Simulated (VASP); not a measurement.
Co, 2 atoms in the cell. It takes space group Fd-3m (No. 227, cubic). The conventional cell has a = 4.152 Å, b = 4.152 Å, c = 4.152 Å, α = 90.00°, β = 90.00°, γ = 90.00°. Co (site symmetry -43m) has 4 Co at 1.80 Å within 2.4 Å.  This cell differs from its parent crystal: volume scaled by 0.65.

* Program: VASP 6.6.1
* Task: density of states
* Functional: LDA
* Potentials or basis: VASP PAW LDA potentials, release 64 (Co)
* Cutoff: 520 eV
* k mesh: 16 × 16 × 16
* Occupations: fermi-dirac, width 0.1 eV
* Spin: collinear spin, ferromagnetic start
* Starting moments: [1.7, 1.7] μB
* Dipole correction: no
* k mesh for the DOS: 24 × 24 × 24
* Occupations for the DOS: tetrahedron
* Further INCAR settings: ALGO = Normal; EDIFF = 1e-06; NBANDS = 20

Potentials or basis: VASP PAW LDA potentials, release 64 (Co).

The run is started by

```console
$ cat potpaw_LDA.64/Co/POTCAR > POTCAR
$ cp INCAR.step1 INCAR
$ cp KPOINTS.step1 KPOINTS
$ mpirun -np 1 vasp_std > vasp.out
$ cp INCAR.step2 INCAR
$ cp KPOINTS.step2 KPOINTS
$ mpirun -np 1 vasp_std > vasp.out
```

Hardware: 1 thread of Intel(R) Xeon(R) 6975P-C (Granite Rapids), with other jobs on the host.

Q: Estimate the wall time of this run.

A: Wall time 85 s on 1 thread of Intel(R) Xeon(R) 6975P-C (Granite Rapids), on a shared host, peak memory 0.31 GiB. Counts: k points 413.
